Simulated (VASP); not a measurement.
# TlZnBr3 in VASP: notebook, part 2 of 3

VASP 6.6.1. The steps go on from the part before.

## (3) Single point, PBE (strain +0.5%)

Input file INCAR:

```
ALGO = Normal
EDIFF = 1E-6
ENCUT = 520
GGA = PE
ISIF = 2
ISMEAR = -1
LASPH = T
LCHARG = F
LREAL = F
LWAVE = F
NBANDS = 31
NELM = 100
PREC = Accurate
SIGMA = 0.02
```

Input file KPOINTS:

```
k-points
0
Gamma
  6 6 6
```

Input file POSCAR:

```
TlZnBr3
1.0
    5.2264349101      0.0000000000      0.0000000000
    0.0000000000      5.2264349101      0.0000000000
    0.0000000000      0.0000000000      5.2264349101
Tl Zn Br
1 1 3
Direct
    0.0000000000      0.0000000000      0.0000000000
    0.5000000000      0.5000000000      0.5000000000
    0.5000000000      0.5000000000      0.0000000000
    0.5000000000      0.0000000000      0.5000000000
    0.0000000000      0.5000000000      0.5000000000
```

Potentials or basis: VASP PAW PBE potentials, release 64 (Tl_d, Zn, Br).

Started as:

```bash
$ cat potpaw_PBE.64/Tl_d/POTCAR potpaw_PBE.64/Zn/POTCAR potpaw_PBE.64/Br/POTCAR > POTCAR
$ mpirun -np 1 vasp_std > vasp.out
```

OUTCAR:

```text
EDIFF = 1E-6
   ENCUT = 520
   GGA = PE
   ISIF = 2
   ISMEAR = -1
   LASPH = T
   LREAL = F
   NELM = 100
   PREC = Accurate

 ion  position               nearest neighbor table
   1  0.000  0.000  0.000-
   2  0.500  0.500  0.500-   3 2.61   4 2.61   5 2.61   3 2.61   4 2.61   5 2.61
   3  0.500  0.500  0.000-   2 2.61   2 2.61
   4  0.500  0.000  0.500-   2 2.61   2 2.61
   5  0.000  0.500  0.500-   2 2.61   2 2.61

  LATTYP: Found a simple cubic cell.
 ALAT       =     5.2264349101

  Lattice vectors:

 A1 = (   5.2264349101,   0.0000000000,   0.0000000000)
 A2 = (   0.0000000000,   5.2264349101,   0.0000000000)
 A3 = (   0.0000000000,   0.0000000000,   5.2264349101)

Analysis of symmetry for initial positions (statically):
=====================================================================
 Subroutine PRICEL returns:
 Original cell was already a primitive cell.

 Routine SETGRP: Setting up the symmetry group for a
 simple cubic supercell.

 Subroutine GETGRP returns: Found 48 space group operations
 (whereof 48 operations were pure point group operations)
 out of a pool of 48 trial point group operations.

The static configuration has the point symmetry O_h .

Analysis of symmetry for dynamics (positions and initial velocities):
=====================================================================
 Subroutine PRICEL returns:
 Original cell was already a primitive cell.

 Routine SETGRP: Setting up the symmetry group for a
 simple cubic supercell.

 Subroutine GETGRP returns: Found 48 space group operations
 (whereof 48 operations were pure point group operations)
 out of a pool of 48 trial point group operations.

The dynamic configuration has the point symmetry O_h .

 Subroutine INISYM returns: Found 48 space group operations
 (whereof 48 operations are pure point group operations),
 and found     1 'primitive' translations

----------------------------------------------------------------------------------------

                                     Primitive cell

  volume of cell :     142.7633

  direct lattice vectors                    reciprocal lattice vectors
     5.226434910  0.000000000  0.000000000     0.191335015  0.000000000  0.000000000
     0.000000000  5.226434910  0.000000000     0.000000000  0.191335015  0.000000000
     0.000000000  0.000000000  5.226434910     0.000000000  0.000000000  0.191335015

  length of vectors
     5.226434910  5.226434910  5.226434910     0.191335015  0.191335015  0.191335015

  position of ions in fractional coordinates (direct lattice)
     0.000000000  0.000000000  0.000000000
     0.500000000  0.500000000  0.500000000
     0.500000000  0.500000000  0.000000000
     0.500000000  0.000000000  0.500000000
     0.000000000  0.500000000  0.500000000

  ion indices of the primitive-cell ions
   primitive index   ion index
                 1           1
                 2           2
                 3           3
                 4           4
                 5           5

----------------------------------------------------------------------------------------

 KPOINTS: k-points

Automatic generation of k-mesh.
 Grid dimensions read from file:
 generate k-points for:    6    6    6

 Generating k-lattice:

  Cartesian coordinates                     Fractional coordinates (reciprocal lattice)
     0.031889169  0.000000000  0.000000000     0.166666667  0.000000000  0.000000000
     0.000000000  0.031889169  0.000000000     0.000000000  0.166666667  0.000000000
     0.000000000  0.000000000  0.031889169     0.000000000  0.000000000  0.166666667

  Length of vectors
     0.031889169  0.031889169  0.031889169

  Shift w.r.t. Gamma in fractional coordinates (k-lattice)
     0.000000000  0.000000000  0.000000000

 Subroutine IBZKPT returns following result:
 ===========================================

 Found     20 irreducible k-points:

 Following reciprocal coordinates:
            Coordinates               Weight
  0.000000  0.000000  0.000000      1.000000
  0.166667  0.000000  0.000000      6.000000
  0.333333  0.000000  0.000000      6.000000
  0.500000  0.000000  0.000000      3.000000
  0.166667  0.166667  0.000000     12.000000
  0.333333  0.166667  0.000000     24.000000
[... 12 lines left out ...]
  0.500000  0.500000  0.333333      6.000000
  0.500000  0.500000  0.500000      1.000000
   k-points           NKPTS =     20   k-points in BZ     NKDIM =     20   number of bands    NBANDS=     31
   number of dos      NEDOS =    301   number of ions     NIONS =      5
   total plane-waves  NPLWV =  64000
   dimension x,y,z NGX =    40 NGY =   40 NGZ =   40
   dimension x,y,z NGXF=    80 NGYF=   80 NGZF=   80
   ions per type =               1   1   3
   NGX,Y,Z   is equivalent  to a cutoff of  12.72, 12.72, 12.72 a.u.
   NGXF,Y,Z  is equivalent  to a cutoff of  25.45, 25.45, 25.45 a.u.
 SYSTEM =  unknown system
   PREC   = accura    normal or accurate (medium, high low for compatibility)
   ISTART =      0    job   : 0-new  1-cont  2-samecut
   ICHARG =      2    charge: 1-file 2-atom 10-const
   ISPIN  =      1    spin polarized calculation?
   LNONCOLLINEAR =      F non collinear calculations
   LSORBIT =      F    spin-orbit coupling
   LASPH  =      T    aspherical Exc in radial PAW
   ENCUT  =  520.0 eV  38.22 Ry    6.18 a.u.   9.72  9.72  9.72*2*pi/ulx,y,z
   NELM   =    100;   NELMIN=  2; NELMDL= -5     # of ELM steps
   EDIFF  = 0.1E-05   stopping-criterion for ELM
   LREAL  =      F    real-space projection
   EDIFFG = 0.1E-04   stopping-criterion for IOM
   NSW    =      0    number of steps for IOM
   IBRION =     -1    ionic relax: 0-MD 1-quasi-New 2-CG
   NFREE  =      0    steps in history (QN), initial steepest desc. (CG)
   ISIF   =      2    stress and relaxation
   ISYM   =      2    0-nonsym 1-usesym 2-fastsym
   POTIM  = 0.5000    time-step for ionic-motion
   TEBEG  =    0.0;   TEEND  =   0.0 temperature during run
   PSTRESS=    0.0 pullay stress
   NELECT =      46.0000    total number of electrons
   NUPDOWN=      -1.0000    fix difference up-down
   EMIN   =  10.00;   EMAX   =-10.00  energy-range for DOS
   EFERMI =   0.00;   METHOD = LEGACY
   ISMEAR =    -1;   SIGMA  =   0.02  broadening in eV -4-tet -1-fermi 0-gaus
   EFERMI_NEDOS =   21; number of points for ismear=-14 and -15
   IALGO  =     38    algorithm
   IMIX   =      4    mixing-type and parameters
     AMIX     =   0.40;   BMIX     =  1.00
     AMIX_MAG =   1.60;   BMIX_MAG =  1.00
  volume/ion in A,a.u.               =      28.55       192.68
  Fermi-wavevector in a.u.,A,eV,Ry     =   1.122333  2.120903 17.138338  1.259632
  Thomas-Fermi vector in A             =   2.258993
   LORBIT       =      0    0 simple, 1 ext, 2 COOP (PROOUT), +10 PAW based schemes
   GGA     = PE    functional components
   LHFCALC =     F    Hartree Fock is set to
   AEXX    =    0.0000 exact exchange contribution
   IVDW    =     0    specifies the selected vdW correction
   LEPSILON=     F    determine dielectric tensor
   LRPA    =     F    only Hartree local field effects (RPA)
 non-spin polarized calculation
  energy-cutoff  :      520.00
  volume of cell :      142.76
 maximum number of plane-waves:      3887
 NGX is ok and might be reduce to    40
   NGX = 19   NGY = 19   NGZ = 19

 number of electron      45.9999981 magnetization

 Free energy of the ion-electron system (eV)
  ---------------------------------------------------
  ext. energy  EPLUGINS =         0.00000000
  ---------------------------------------------------
  free energy    TOTEN  =       -12.08604467 eV

  energy without entropy =      -12.08602667  energy(sigma->0) =      -12.08603567

 E-fermi :   1.1990     XC(G=0):  -8.8551

 val. band max:        1.0423114939   @ k =   0.5000   0.5000   0.0000
 cond. band min:       1.2996461019   @ k =   0.0000   0.0000   0.0000
 fundamental gap:      0.2573346079
 Fermi energy:         1.1990380815

 k-point     1 :       0.0000    0.0000    0.0000
  band No.  band energies     occupation
      1     -13.0481      2.00000
      2     -12.1646      2.00000
      3     -12.1646      2.00000
      4      -8.6211      2.00000
      5      -8.6211      2.00000
      6      -8.6211      2.00000
[... 669 lines left out ...]
     30       8.1937      0.00000
     31      10.7760      0.00000

------------------------ aborting loop because EDIFF is reached ----------------------------------------

  FORCE on cell =-STRESS in cart. coord.  units (eV):
  Direction    XX          YY          ZZ          XY          YZ          ZX
  --------------------------------------------------------------------------------------
  -------------------------------------------------------------------------------------
  Total        0.7198531      0.7198531      0.7198531      0.0000000      0.0000000     -0.0000000
  in kB        8.0786322      8.0786322      8.0786322      0.0000000      0.0000000     -0.0000000
  external PRESSURE =       8.0786322 kB  Pullay stress =       0.0000000 kB

 VOLUME and BASIS-vectors are now :
 -----------------------------------------------------------------------------
  energy-cutoff  :      520.00
  volume of cell :      142.76
      direct lattice vectors                 reciprocal lattice vectors
     5.226434910  0.000000000  0.000000000     0.191335015  0.000000000  0.000000000
     0.000000000  5.226434910  0.000000000     0.000000000  0.191335015  0.000000000
     0.000000000  0.000000000  5.226434910     0.000000000  0.000000000  0.191335015

 POSITION                                       TOTAL-FORCE (eV/Angst)
 -----------------------------------------------------------------------------------
      0.00000      0.00000      0.00000         0.000000      0.000000      0.000000
      2.61322      2.61322      2.61322         0.000000      0.000000      0.000000
      2.61322      2.61322      0.00000         0.000000      0.000000      0.000000
      2.61322      0.00000      2.61322         0.000000      0.000000      0.000000
      0.00000      2.61322      2.61322         0.000000      0.000000      0.000000
 -----------------------------------------------------------------------------------
    total drift:                               -0.000000      0.000000     -0.000000

  FREE ENERGIE OF THE ION-ELECTRON SYSTEM (eV)
  ---------------------------------------------------
  free  energy   TOTEN  =       -12.0860446701 eV

  energy  without entropy=      -12.0860266730  energy(sigma->0) =      -12.08603567
```

Run time: 29 s. Hardware: 1 thread of Intel Xeon 6975P-C (Granite Rapids), shared host; peak memory 0.29 GiB.

What came out:

* Free energy: -12.0860 eV
* Pressure: 0.8 GPa
* Band gap on the k mesh: 0.26 eV, indirect (least direct gap 0.94 eV)

Caveat: the cell differs from its parent crystal (strain +0.5%); spin-orbit coupling is left out, which moves the levels of the heavy elements. A k mesh can miss the band edges.

[end of part 2 of 3]
